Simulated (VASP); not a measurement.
TiPt3, 4 atoms in the cell. The structure is tetragonal, space group P4/mmm (No. 123). Conventional cell: a = 3.862 Å, b = 3.862 Å, c = 4.016 Å, α = 90.00°, β = 90.00°, γ = 90.00°. Within 3.6 Å of Ti (site symmetry 4/mmm) lie 12 Pt at 2.73 to 2.79 Å. Within 3.6 Å of Pt (site symmetry 4/mmm) lie 4 Ti at 2.73 Å and 8 Pt at 2.79 Å. Pt (site symmetry mmm) has 8 Pt at 2.73 to 2.79 Å and 4 Ti at 2.79 Å within 3.6 Å.  This cell differs from its parent crystal: uniaxial strain along a: +3.0 %, then relaxed in part.

```yaml
Program: VASP 6.6.1
Task: single point
Functional: PBEsol
Potentials_or_basis: VASP PAW PBE potentials, release 64 (Ti_sv, Pt)
Cutoff: 500 eV
k_mesh: 14 × 14 × 14
Occupations: gaussian, width 0.1 eV
Spin: no spin polarisation
Dipole_correction: no
Further_INCAR_settings: ALGO = Normal; EDIFF = 1e-06; NBANDS = 29
```

Potentials or basis: VASP PAW PBE potentials, release 64 (Ti_sv, Pt).

Run with:

```console
$ cat potpaw_PBE.64/Ti_sv/POTCAR potpaw_PBE.64/Pt/POTCAR > POTCAR
$ mpirun -np 1 vasp_std > vasp.out
```

Hardware: 1 thread of Oxide Virtual Turin-like Processor, with other jobs on the host.

Task: How long does it take, and how much memory?

Result: It took 9.5 min on 1 thread of Oxide Virtual Turin-like Processor, on a shared host, peak memory 0.46 GiB. Counts: scf iterations 15, k points 288.
